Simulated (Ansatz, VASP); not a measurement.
## YMg2O2: VASP beside Ansatz

INCAR

```
ALGO = Normal
EDIFF = 1E-7
EDIFFG = -0.01
ENCUT = 600
GGA = PE
IBRION = 2
ISIF = 3
ISMEAR = 0
LASPH = T
LCHARG = F
LREAL = F
LWAVE = F
NELM = 80
NSW = 100
PREC = Accurate
SIGMA = 0.1
```

The input KPOINTS:

```
k-points
0
Gamma
  12 12 6
```

Contents of POSCAR:

```
YMg2O2
1.0
    3.1713991480      0.0000000000      0.0000000000
   -1.5856995740      2.7465122277      0.0000000000
    0.0000000000      0.0000000000      8.1646374449
Y Mg O
1 2 2
Direct
    0.0000000000      0.0000000000      0.0000000000
    0.3333333333      0.6666666667      0.6594348988
    0.6666666667      0.3333333333      0.3405651012
    0.6666666667      0.3333333333      0.8021560453
    0.3333333333      0.6666666667      0.1978439547
```

Input for Ansatz:

```yaml
crystal:
  lattice:
    - [3.171399148, 0.0, 0.0]
    - [-1.585699574, 2.7465122277, 0.0]
    - [0.0, 0.0, 8.1646374449]
  atoms:
    - { symbol: "Y", position: [0.0, 0.0, 0.0] }
    - { symbol: Mg, position: [0.3333333333, 0.6666666667, 0.6594348988] }
    - { symbol: Mg, position: [0.6666666667, 0.3333333333, 0.3405651012] }
    - { symbol: O, position: [0.6666666667, 0.3333333333, 0.8021560453] }
    - { symbol: O, position: [0.3333333333, 0.6666666667, 0.1978439547] }
basis:
  ecutwfc: 420
kpoints:
  mp_grid: { grid: [12, 12, 6] }
hamiltonian:
  xc: pbe
scf:
  occupations: { method: gaussian, width: 0.1 }
output:
  forces: true
  stress: true
  eigenvalues: true
  write_density: true
  write_potential: true
  elf: true
  volumetric_format: npy
relax:
  adjacent_minimum: "off"
  f_tol: 0.01
  max_steps: 80
  cell: { stress_tol: 0.05 }
```

Change from the starting cell: species swapped into the La2PBr2 type (P-3m1, No. 164).

Alike in both runs: task relaxation of cell and atoms; functional PBE; k mesh 12 × 12 × 6; occupations gaussian, width 0.1 eV; no spin polarisation.

|  | VASP | Ansatz |
| --- | --- | --- |
| version | VASP 6.6.1 | Ansatz 0.2.0 |
| potentials or method | VASP PAW PBE potentials, release 64 (Y_sv, Mg, O), cutoff 600 eV | scalar-relativistic, plane waves, PAW |
| valence electrons in the cell | 27 | 43 |

```csv
,VASP,Ansatz,Ansatz less VASP
"gap on the k mesh at the Fermi level, each at its own relaxed structure (eV)",none,none,-
relaxed volume (Å³/atom),14.11,14.18,+0.075
relaxed length of the cell vector where the two differ most in proportion (Å),3.172,3.179,+0.0064
```

A gap of «none» marks a metal or a gap that the smearing closes. VASP's potentials hold 27 valence electrons a cell and Ansatz's 43, so a difference there can come from the potentials and not from the codes.
